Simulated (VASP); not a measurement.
# CoSi2 (R-3m) in VASP: notebook

The runs below take CoSi2 through single point, with PBEsol.

All numbers are computed with VASP 6.6.1; they aren't measurements. Logs are shortened: lines on timing, memory, paths and dates and some standing lists are left out, and cuts for length are marked.

### 1 The cell of the first run

Symmetry: R-3m, No. 166, trigonal system. Conventional cell: a = 3.832 Å, b = 3.832 Å, c = 9.107 Å, α = 90.00°, β = 90.00°, γ = 120.00°. Co (site symmetry -3m) has 8 Si at 2.28 to 2.34 Å within 3.0 Å. Si (site symmetry 3m) has 4 Co at 2.28 to 2.34 Å and 6 Si at 2.68 Å within 3.0 Å.

### 2 Single point, PBEsol, collinear spin, ferromagnetic start (equal xy, yz and zx shear strains of -2 %)

INCAR reads:

```
PREC = Accurate ; ENCUT = 520
EDIFF = 1E-6 ; ISMEAR = -1
SIGMA = 0.05 ; LREAL = False
LASPH = True ; NELM = 150
ALGO = Normal ; ISIF = 2
LWAVE = False ; LCHARG = False
ISPIN = 2 ; MAGMOM = 2 0 0
LORBIT = 11 ; LMAXMIX = 4
GGA = PS ; NBANDS = 20
```

KPOINTS reads:

```
Automatic mesh
0
Gamma
  11 11 11
```

POSCAR reads:

```
CoSi2
1.0
   -0.0536500000      2.6556750000      2.6556750000
    2.6556750000     -0.0536500000      2.6556750000
    2.6556750000      2.6556750000     -0.0536500000
Co Si
1 2
Direct
    0.0000000000      0.0000000000      0.0000000000
    0.2500000000      0.2500000000      0.2500000000
    0.7500000000      0.7500000000      0.7500000000
```

Potentials or basis: VASP PAW PBE potentials, release 64 (Co, Si).

Run with:

```
> cat potpaw_PBE.64/Co/POTCAR potpaw_PBE.64/Si/POTCAR > POTCAR
> mpirun -np 1 vasp_std > vasp.out
```

OUTCAR:

```text
PREC = Accurate
   ENCUT = 520
   EDIFF = 1E-6
   ISMEAR = -1
   LREAL = False
   LASPH = True
   NELM = 150
   ISIF = 2
   ISPIN = 2
   LORBIT = 11
   GGA = PS

 ion  position               nearest neighbor table
   1  0.000  0.000  0.000-   2 2.28   3 2.28   3 2.34   3 2.34   2 2.34   2 2.34   3 2.34   2 2.34

   2  0.250  0.250  0.250-   1 2.28   1 2.34   1 2.34   1 2.34   3 2.68   3 2.68   3 2.68   3 2.68
                             3 2.68   3 2.68
   3  0.750  0.750  0.750-   1 2.28   1 2.34   1 2.34   1 2.34   2 2.68   2 2.68   2 2.68   2 2.68
                             2 2.68   2 2.68

  LATTYP: Found a trigonal (rhomboedric) cell.
 ALAT       =     3.7560747774
 COS(alpha) =     0.4797000918

  Lattice vectors:

 A1 = (  -0.0536500000,   2.6556750000,   2.6556750000)
 A2 = (   2.6556750000,  -0.0536500000,   2.6556750000)
 A3 = (   2.6556750000,   2.6556750000,  -0.0536500000)

Analysis of symmetry for initial positions (statically):
=====================================================================
 Subroutine PRICEL returns:
 Original cell was already a primitive cell.

 Routine SETGRP: Setting up the symmetry group for a
 trigonal (rhombohedral) supercell.

 Subroutine GETGRP returns: Found 12 space group operations
 (whereof 12 operations were pure point group operations)
 out of a pool of 12 trial point group operations.

The static configuration has the point symmetry D_3d.

Analysis of symmetry for dynamics (positions and initial velocities):
=====================================================================
 Subroutine PRICEL returns:
 Original cell was already a primitive cell.

 Routine SETGRP: Setting up the symmetry group for a
 trigonal (rhombohedral) supercell.

 Subroutine GETGRP returns: Found 12 space group operations
 (whereof 12 operations were pure point group operations)
 out of a pool of 12 trial point group operations.

The dynamic configuration has the point symmetry D_3d.

Analysis of structural, dynamic, and magnetic symmetry:
=====================================================================
 Subroutine PRICEL returns:
 Original cell was already a primitive cell.

 Routine SETGRP: Setting up the symmetry group for a
 trigonal (rhombohedral) supercell.

 Subroutine GETGRP returns: Found 12 space group operations
 (whereof 12 operations were pure point group operations)
 out of a pool of 12 trial point group operations.

The overall configuration has the point symmetry D_3d.

 Subroutine INISYM returns: Found 12 space group operations
 (whereof 12 operations are pure point group operations),
 and found     1 'primitive' translations

----------------------------------------------------------------------------------------

                                     Primitive cell

  volume of cell :      38.5938

  direct lattice vectors                    reciprocal lattice vectors
    -0.053650000  2.655675000  2.655675000    -0.182664671  0.186430953  0.186430953
     2.655675000 -0.053650000  2.655675000     0.186430953 -0.182664671  0.186430953
     2.655675000  2.655675000 -0.053650000     0.186430953  0.186430953 -0.182664671

  length of vectors
     3.756074777  3.756074777  3.756074777     0.320748160  0.320748160  0.320748160

  position of ions in fractional coordinates (direct lattice)
     0.000000000  0.000000000  0.000000000
     0.250000000  0.250000000  0.250000000
     0.750000000  0.750000000  0.750000000

  ion indices of the primitive-cell ions
   primitive index   ion index
                 1           1
                 2           2
                 3           3

----------------------------------------------------------------------------------------

 KPOINTS: Automatic mesh

Automatic generation of k-mesh.
 Grid dimensions read from file:
 generate k-points for:   11   11   11

 Generating k-lattice:

  Cartesian coordinates                     Fractional coordinates (reciprocal lattice)
    -0.016605879  0.016948268  0.016948268     0.090909091 -0.000000000 -0.000000000
     0.016948268 -0.016605879  0.016948268    -0.000000000  0.090909091 -0.000000000
     0.016948268  0.016948268 -0.016605879    -0.000000000 -0.000000000  0.090909091

  Length of vectors
     0.029158924  0.029158924  0.029158924

  Shift w.r.t. Gamma in fractional coordinates (k-lattice)
     0.000000000  0.000000000  0.000000000

 Subroutine IBZKPT returns following result:
 ===========================================

 Found    146 irreducible k-points:

 Following reciprocal coordinates:
            Coordinates               Weight
  0.000000  0.000000  0.000000      1.000000
  0.090909  0.000000  0.000000      6.000000
  0.181818 -0.000000 -0.000000      6.000000
  0.272727 -0.000000 -0.000000      6.000000
  0.363636  0.000000  0.000000      6.000000
  0.454545  0.000000  0.000000      6.000000
[... 16 lines left out ...]
 -0.272727  0.181818  0.000000     12.000000
 -0.181818  0.181818  0.000000      6.000000
 [... further k-points ...]
   k-points           NKPTS =    146   k-points in BZ     NKDIM =    146   number of bands    NBANDS=     20
   number of dos      NEDOS =    301   number of ions     NIONS =      3
   total plane-waves  NPLWV =  21952
   dimension x,y,z NGX =    28 NGY =   28 NGZ =   28
   dimension x,y,z NGXF=    56 NGYF=   56 NGZF=   56
   ions per type =               1   2
   NGX,Y,Z   is equivalent  to a cutoff of  12.39, 12.39, 12.39 a.u.
   NGXF,Y,Z  is equivalent  to a cutoff of  24.79, 24.79, 24.79 a.u.
 SYSTEM =  unknown system
   PREC   = accura    normal or accurate (medium, high low for compatibility)
   ISTART =      0    job   : 0-new  1-cont  2-samecut
   ICHARG =      2    charge: 1-file 2-atom 10-const
   ISPIN  =      2    spin polarized calculation?
   LNONCOLLINEAR =      F non collinear calculations
   LSORBIT =      F    spin-orbit coupling
   LASPH  =      T    aspherical Exc in radial PAW
   ENCUT  =  520.0 eV  38.22 Ry    6.18 a.u.   6.98  6.98  6.98*2*pi/ulx,y,z
   NELM   =    150;   NELMIN=  2; NELMDL= -5     # of ELM steps
   EDIFF  = 0.1E-05   stopping-criterion for ELM
   LREAL  =      F    real-space projection
   EDIFFG = 0.1E-04   stopping-criterion for IOM
   NSW    =      0    number of steps for IOM
   IBRION =     -1    ionic relax: 0-MD 1-quasi-New 2-CG
   NFREE  =      0    steps in history (QN), initial steepest desc. (CG)
   ISIF   =      2    stress and relaxation
   ISYM   =      2    0-nonsym 1-usesym 2-fastsym
   POTIM  = 0.5000    time-step for ionic-motion
   TEBEG  =    0.0;   TEEND  =   0.0 temperature during run
   PSTRESS=    0.0 pullay stress
   NELECT =      17.0000    total number of electrons
   NUPDOWN=      -1.0000    fix difference up-down
   EMIN   =  10.00;   EMAX   =-10.00  energy-range for DOS
   EFERMI =   0.00;   METHOD = LEGACY
   ISMEAR =    -1;   SIGMA  =   0.05  broadening in eV -4-tet -1-fermi 0-gaus
   EFERMI_NEDOS =   21; number of points for ismear=-14 and -15
   IALGO  =     38    algorithm
   IMIX   =      4    mixing-type and parameters
     AMIX     =   0.40;   BMIX     =  1.00
     AMIX_MAG =   1.60;   BMIX_MAG =  1.00
  volume/ion in A,a.u.               =      12.86        86.81
  Fermi-wavevector in a.u.,A,eV,Ry     =   1.245619  2.353878 21.110338  1.551566
  Thomas-Fermi vector in A             =   2.379833
   LORBIT       =     11    0 simple, 1 ext, 2 COOP (PROOUT), +10 PAW based schemes
   GGA     = PS    functional components
   LHFCALC =     F    Hartree Fock is set to
   AEXX    =    0.0000 exact exchange contribution
   IVDW    =     0    specifies the selected vdW correction
   LEPSILON=     F    determine dielectric tensor
   LRPA    =     F    only Hartree local field effects (RPA)
 spin polarized calculation
  energy-cutoff  :      520.00
  volume of cell :       38.59
 maximum number of plane-waves:      1052
   NGX = 13   NGY = 13   NGZ = 13

 number of electron      16.9999995 magnetization      -0.0008887

 number of electron      16.9999995 magnetization       0.0001320

 Free energy of the ion-electron system (eV)
  ---------------------------------------------------
  ext. energy  EPLUGINS =         0.00000000
  ---------------------------------------------------
  free energy    TOTEN  =       -20.94680445 eV

  energy without entropy =      -20.93834272  energy(sigma->0) =      -20.94257358

 E-fermi :   9.9340     XC(G=0): -11.8342

 val. band max:        9.9274087380   @ k =   0.3636   0.0909   0.0909
 cond. band min:       9.9343607077   @ k =   0.2727   0.1818  -0.0000
 fundamental gap:      0.0069519697
 Fermi energy:         9.9339501169

 spin component 1

 k-point     1 :       0.0000    0.0000    0.0000
  band No.  band energies     occupation
      1      -3.1489      1.00000
      2       5.8343      1.00000
      3       5.8343      1.00000
      4       5.9396      1.00000
      5       8.0436      1.00000
      6       8.0436      1.00000
[... 12 lines left out ...]
     19      20.2778      0.00000
     20      24.7171      0.00000

 k-point     2 :       0.0909    0.0000    0.0000
  band No.  band energies     occupation
      1      -3.0255      1.00000
      2       5.5308      1.00000
      3       5.8771      1.00000
      4       5.9734      1.00000
      5       8.0068      1.00000
      6       8.0101      1.00000
[... 12 lines left out ...]
     19      20.8121      0.00000
     20      25.0968      0.00000
[... 465 lines left out ...]
      3       5.2160      1.00000
      4       6.7283      1.00000
      5       7.3611      1.00000
      6       7.7363      1.00000
[... 12 lines left out ...]
     19      25.9771      0.00000
     20      26.8261      0.00000

 k-point    24 :      -0.1818    0.1818    0.0000
  band No.  band energies     occupation
      1      -1.8637      1.00000
      2       3.7652      1.00000
      3       5.4627      1.00000
      4       6.5136      1.00000
      5       7.4748      1.00000
      6       8.1815      1.00000
[... 12 lines left out ...]
     19      23.9490      0.00000
     20      25.6126      0.00000

 [... further k-points ...]

 spin component 2

 k-point     1 :       0.0000    0.0000    0.0000
  band No.  band energies     occupation
      1      -3.1489      1.00000
      2       5.8343      1.00000
      3       5.8343      1.00000
      4       5.9396      1.00000
      5       8.0436      1.00000
      6       8.0436      1.00000
[... 12 lines left out ...]
     19      20.2780      0.00000
     20      24.7171      0.00000

 k-point     2 :       0.0909    0.0000    0.0000
  band No.  band energies     occupation
      1      -3.0255      1.00000
      2       5.5307      1.00000
      3       5.8771      1.00000
      4       5.9734      1.00000
      5       8.0068      1.00000
      6       8.0101      1.00000
[... 12 lines left out ...]
     19      20.8123      0.00000
     20      25.0968      0.00000
[... 465 lines left out ...]
      3       5.2160      1.00000
      4       6.7283      1.00000
      5       7.3611      1.00000
      6       7.7362      1.00000
[... 12 lines left out ...]
     19      25.9770      0.00000
     20      26.8262      0.00000

 k-point    24 :      -0.1818    0.1818    0.0000
  band No.  band energies     occupation
      1      -1.8637      1.00000
      2       3.7651      1.00000
      3       5.4626      1.00000
      4       6.5136      1.00000
      5       7.4748      1.00000
      6       8.1815      1.00000
[... 12 lines left out ...]
     19      23.9489      0.00000
     20      25.6127      0.00000

 [... further k-points ...]

------------------------ aborting loop because EDIFF is reached ----------------------------------------

  FORCE on cell =-STRESS in cart. coord.  units (eV):
  Direction    XX          YY          ZZ          XY          YZ          ZX
  --------------------------------------------------------------------------------------
  -------------------------------------------------------------------------------------
  Total       -1.2179314     -1.2179314     -1.2179314      0.7495502      0.7495502      0.7495502
  in kB      -50.5609719    -50.5609719    -50.5609719     31.1166810     31.1166810     31.1166810
  external PRESSURE =     -50.5609719 kB  Pullay stress =       0.0000000 kB

 VOLUME and BASIS-vectors are now :
 -----------------------------------------------------------------------------
  energy-cutoff  :      520.00
  volume of cell :       38.59
      direct lattice vectors                 reciprocal lattice vectors
    -0.053650000  2.655675000  2.655675000    -0.182664671  0.186430953  0.186430953
     2.655675000 -0.053650000  2.655675000     0.186430953 -0.182664671  0.186430953
     2.655675000  2.655675000 -0.053650000     0.186430953  0.186430953 -0.182664671

 POSITION                                       TOTAL-FORCE (eV/Angst)
 -----------------------------------------------------------------------------------
      0.00000      0.00000      0.00000        -0.000000      0.000000      0.000000
      1.31442      1.31442      1.31442         0.181531      0.181531      0.181531
      3.94327      3.94327      3.94327        -0.181531     -0.181531     -0.181531
 -----------------------------------------------------------------------------------
    total drift:                               -0.000000     -0.000000      0.000000

  FREE ENERGIE OF THE ION-ELECTRON SYSTEM (eV)
  ---------------------------------------------------
  free  energy   TOTEN  =       -20.9468044451 eV

  energy  without entropy=      -20.9383427156  energy(sigma->0) =      -20.94257358

 total charge

# of ion       s       p       d       tot
------------------------------------------
    1        0.541   0.717   7.598   8.855
    2        0.717   0.868   0.000   1.585
    3        0.717   0.868   0.000   1.585
--------------------------------------------------
tot          1.975   2.452   7.598  12.025

 magnetization (x)

# of ion       s       p       d       tot
------------------------------------------
    1        0.000   0.000  -0.000  -0.000
    2       -0.000  -0.000   0.000  -0.000
    3       -0.000  -0.000   0.000  -0.000
--------------------------------------------------
tot         -0.000  -0.000  -0.000  -0.000
```

Run time: 6 min. Hardware: 1 thread of Intel Xeon 8259CL, shared host; peak memory 0.29 GiB.

Results:

```yaml
Free_energy: -20.9468 eV
Pressure: -5.1 GPa
Largest_force: 0.314 eV/Å
Net_moment: 0.00 μB per cell
Valence_electrons_inside_the_program's_atomic_spheres: Co 8.86; Si 1.58
```

Forces on the atoms (eV/Å):
```
Co   0.000  0.000  0.000
Si   0.182  0.182  0.182
Si  -0.182 -0.182 -0.182
```

Levels at points of the mesh, in eV from the Fermi level:
Spin up:
| k point | band 5 | band 6 | band 7 | band 8 | band 9 | band 10 | band 11 | band 12 | band 13 | band 14 |
| --- | --- | --- | --- | --- | --- | --- | --- | --- | --- | --- |
| (0.00, 0.00, 0.00) | -1.89 | -1.89 | 0.69 | 3.29 | 3.29 | 3.31 | 3.31 | 3.59 | 3.75 | 5.58 |
Spin down:
```csv
k point,band 7,band 8,band 9,band 10,band 11,band 12
"(0.00, 0.00, 0.00)",0.69,3.29,3.29,3.31,3.31,3.59
```

Caveat: the cell differs from its parent crystal (equal xy, yz and zx shear strains of -2 %); the cell stands under tension; the moments typed at the start vanished in this run; the PAW data sets were made with another functional, which shifts forces and pressure a little.

### 3 Single point, PBEsol, collinear spin, ferromagnetic start (equal xy, yz and zx shear strains of +3 %)

INCAR reads:

```
SYSTEM = CoSi2
PREC     = Accurate       ! precision mode
ENCUT    = 520            ! plane-wave cutoff, eV
EDIFF    = 1E-6           ! SCF threshold, eV
ISMEAR   = -1             ! smearing method
SIGMA    = 0.05           ! smearing width, eV
LREAL    = .FALSE.        ! projectors in reciprocal space
LASPH    = .TRUE.         ! aspherical terms in the spheres
NELM     = 150            ! most SCF steps
ALGO     = Normal         ! electronic algorithm
ISIF     = 2              ! what is computed and relaxed
LWAVE    = .FALSE.        ! write WAVECAR
LCHARG   = .TRUE.         ! write CHGCAR
ISPIN    = 2              ! spin polarisation
MAGMOM   = 2 0 0          ! initial moments
LORBIT   = 11             ! projections on sites
LMAXMIX  = 4              ! l up to which the mixer works
GGA      = PS             ! functional
LELF     = .TRUE.         ! ELF
LVHAR    = .TRUE.       
NBANDS   = 20             ! bands
```

KPOINTS reads:

```
regular mesh
0
G
  11 11 11
  0 0 0
```

POSCAR reads:

```
CoSi2
1.0
    0.0804750000      2.7227375000      2.7227375000
    2.7227375000      0.0804750000      2.7227375000
    2.7227375000      2.7227375000      0.0804750000
Co Si
1 2
Direct
    0.0000000000      0.0000000000      0.0000000000
    0.2500000000      0.2500000000      0.2500000000
    0.7500000000      0.7500000000      0.7500000000
```

Potentials or basis: VASP PAW PBE potentials, release 64 (Co, Si).

Run with:

```
> cat potpaw_PBE.64/Co/POTCAR potpaw_PBE.64/Si/POTCAR > POTCAR
> mpirun -np 1 vasp_std > vasp.out
```

Wall time 8 min (1 thread of Intel Xeon 8259CL, shared host); peak memory 0.31 GiB.

Results (log left out):

```yaml
Free_energy: -20.9250 eV
Pressure: -4.8 GPa
Largest_force: 0.390 eV/Å
Net_moment: 0.00 μB per cell
Valence_electrons_inside_the_program's_atomic_spheres: Co 8.86; Si 1.59
```

Forces on the atoms (eV/Å):
```
Co   0.000  0.000  0.000
Si  -0.225 -0.225 -0.225
Si   0.225  0.225  0.225
```

Stress tensor (GPa, compression positive):
```
-4.78 -3.97 -3.97
-3.97 -4.78 -3.97
-3.97 -3.97 -4.78
```

Levels at points of the mesh, in eV from the Fermi level:
Spin up:
| k point | band 6 | band 7 | band 8 | band 9 | band 10 | band 11 | band 12 | band 13 |
| --- | --- | --- | --- | --- | --- | --- | --- | --- |
| (0.00, 0.00, 0.00) | -1.90 | 0.60 | 3.10 | 3.16 | 3.55 | 3.55 | 3.63 | 3.63 |
Spin down:
| k point | band 7 | band 8 | band 9 | band 10 | band 11 | band 12 |
| --- | --- | --- | --- | --- | --- | --- |
| (0.00, 0.00, 0.00) | 0.60 | 3.10 | 3.16 | 3.55 | 3.55 | 3.63 |

Caveat: the cell differs from its parent crystal (equal xy, yz and zx shear strains of +3 %); the cell stands under tension; the moments typed at the start vanished in this run; the PAW data sets were made with another functional, which shifts forces and pressure a little.

### 4 Single point, PBEsol, collinear spin, ferromagnetic start (equal xy, yz and zx shear strains of +1 %)

INCAR reads:

```
SYSTEM = CoSi2
PREC = Accurate ; ENCUT = 520
EDIFF = 1E-6 ; ISMEAR = -1
SIGMA = 0.05 ; LREAL = .False.
LASPH = .True. ; NELM = 150
ALGO = Normal ; ISIF = 2
LWAVE = .False. ; LCHARG = .True.
ISPIN = 2 ; MAGMOM = 2 0 0
LORBIT = 11 ; LMAXMIX = 4
GGA = PS ; LELF = .True.
LVHAR = .True. ; NBANDS = 20
```

KPOINTS reads:

```
regular mesh
0
Gamma
  11 11 11
  0 0 0
```

POSCAR reads:

```
CoSi2
1.0
    0.0268250000      2.6959125000      2.6959125000
    2.6959125000      0.0268250000      2.6959125000
    2.6959125000      2.6959125000      0.0268250000
Co Si
1 2
Direct
    0.0000000000      0.0000000000      0.0000000000
    0.2500000000      0.2500000000      0.2500000000
    0.7500000000      0.7500000000      0.7500000000
```

Run with:

```
> cat potpaw_PBE.64/Co/POTCAR potpaw_PBE.64/Si/POTCAR > POTCAR
> mpirun -np 1 vasp_std > vasp.out
```

It took 6.1 min on 1 thread of Intel Xeon 8259CL, shared host; peak memory 0.3 GiB.

Results (log left out):

```yaml
Free_energy: -20.9635 eV
Pressure: -5.2 GPa
Largest_force: 0.140 eV/Å
Net_moment: 0.00 μB per cell
Valence_electrons_inside_the_program's_atomic_spheres: Co 8.85; Si 1.58
```

Forces on the atoms (eV/Å):
```
Co   0.000  0.000  0.000
Si  -0.081 -0.081 -0.081
Si   0.081  0.081  0.081
```

Stress tensor (GPa, compression positive):
```
-5.24 -1.43 -1.43
-1.43 -5.24 -1.43
-1.43 -1.43 -5.24
```

Levels at points of the mesh, in eV from the Fermi level:
Spin up:
```
           k point  band 7  band 8  band 9  band 10  band 11  band 12
(0.00, 0.00, 0.00)    0.73    3.30    3.31     3.46     3.46     3.49
```
Spin down:
```tsv
k point	band 5	band 6	band 7	band 8	band 9	band 10	band 11	band 12	band 13	band 14
(0.00, 0.00, 0.00)	-1.89	-1.89	0.73	3.30	3.31	3.46	3.46	3.49	3.49	5.62
```

Caveat: the cell differs from its parent crystal (equal xy, yz and zx shear strains of +1 %); the cell stands under tension; the moments typed at the start vanished in this run; the PAW data sets were made with another functional, which shifts forces and pressure a little.
